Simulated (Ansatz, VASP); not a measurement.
## One calculation of GaN, two programs

File INCAR:

```
SYSTEM = GaN
  PREC = Accurate
  ENCUT = 600
  EDIFF = 1E-6
  ISMEAR = 0
  SIGMA = 0.1
  LREAL = .FALSE.
  LASPH = .TRUE.
  NELM = 120
  ALGO = Normal
  ISIF = 2
  LWAVE = .FALSE.
  LCHARG = .FALSE.
  GGA = PE
  NBANDS = 16
  GGA_COMPAT = .FALSE.
```

KPOINTS

```
regular mesh
0
G
  8 8 8
  0 0 0
```

POSCAR

```
GaN
1.0
    0.0000000000      2.0755698173      2.0755698173
    2.0755698173      0.0000000000      2.0755698173
    2.0755698173      2.0755698173      0.0000000000
Ga N
1 1
Direct
    0.0000000000      0.0000000000      0.0000000000
    0.7500000000      0.7500000000      0.7500000000
```

Input for Ansatz:

```yaml
crystal:
  lattice:
    - [0.0, 2.0755698173, 2.0755698173]
    - [2.0755698173, 0.0, 2.0755698173]
    - [2.0755698173, 2.0755698173, 0.0]
  atoms:
    - { symbol: Ga, position: [0.0, 0.0, 0.0] }
    - { symbol: "N", position: [0.75, 0.75, 0.75] }
basis:
  ecutwfc: 420
kpoints:
  mp_grid: { grid: [8, 8, 8] }
hamiltonian:
  xc: pbe
scf:
  occupations: { method: gaussian, width: 0.1 }
output:
  forces: true
  stress: true
  eigenvalues: true
```

Alike in both runs: task single point; functional PBE; k mesh 8 × 8 × 8; occupations gaussian, width 0.1 eV; no spin polarisation.

|  | VASP | Ansatz |
| --- | --- | --- |
| version | VASP 6.6.1 | Ansatz 0.2.0 |
| potentials or method | VASP PAW PBE potentials, release 64 (Ga_d, N), cutoff 600 eV | scalar-relativistic, plane waves, PAW |
| valence electrons in the cell | 18 | 18 |

VASP gave:

* gap on the k mesh at the Fermi level (eV): 3.30
* least direct gap on the mesh (eV): 3.30
* pressure (GPa): 84.6

Q: What did Ansatz give for the same quantities?

A: gap on the k mesh at the Fermi level (eV): 3.27; least direct gap on the mesh (eV): 3.27; pressure (GPa): 85.6.

Both programs put the cell under a high pressure, so it lies far from rest at this level.

Noted on VASP's run: the cell as given lies far from equilibrium.
